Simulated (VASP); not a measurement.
Here is a VASP 6.6.1 calculation.

Contents of INCAR:

```
SYSTEM = Ir
ALGO     = Normal         ! electronic algorithm
EDIFF    = 1E-6           ! SCF threshold, eV
ENCUT    = 520            ! plane-wave cutoff, eV
GGA      = PE             ! functional
ISIF     = 2              ! what is computed and relaxed
ISMEAR   = -1             ! smearing method
ISPIN    = 2              ! spin polarisation
LASPH    = .TRUE.         ! aspherical terms in the spheres
LCHARG   = .TRUE.         ! write CHGCAR
LELF     = .TRUE.         ! ELF
LMAXMIX  = 4              ! l up to which the mixer works
LORBIT   = 11             ! projections on sites
LREAL    = .FALSE.        ! projectors in reciprocal space
LVHAR    = .TRUE.       
LWAVE    = .FALSE.        ! write WAVECAR
MAGMOM   = 1 1 1 1        ! initial moments
NBANDS   = 30             ! bands
NELM     = 150            ! most SCF steps
PREC     = Accurate       ! precision mode
SIGMA    = 0.05           ! smearing width, eV
```

Contents of KPOINTS:

```
k-points
0
G
  17 17 5
  0 0 0
```

File POSCAR:

```
Ir
1.0
    2.7741536795      0.0000000000      0.0000000000
   -1.3870768398      2.4024875605      0.0000000000
    0.0000000000      0.0000000000      9.0697194067
Ir
4
Direct
    0.0000000000      0.0000000000      1.0000000000
    0.0000000000      0.0000000000      0.5000000000
    0.3333333333      0.6666666667      0.2500000000
    0.6666666667      0.3333333333      0.7500000000
```

Potentials or basis: VASP PAW PBE potentials, release 64 (Ir).

The run is started by

```bash
$ cat potpaw_PBE.64/Ir/POTCAR > POTCAR
$ mpirun -np 1 vasp_std > vasp.out
```

(1) Predict the net moment.

(2) Predict the pressure.

(3) Estimate the band gap on the k mesh.

Results:

(1) 0.00 μB per cell.

(2) -12.0 GPa.

(3) zero (filled and empty bands overlap).

Caveat: spin-orbit coupling is left out, which moves the levels of the heavy elements.
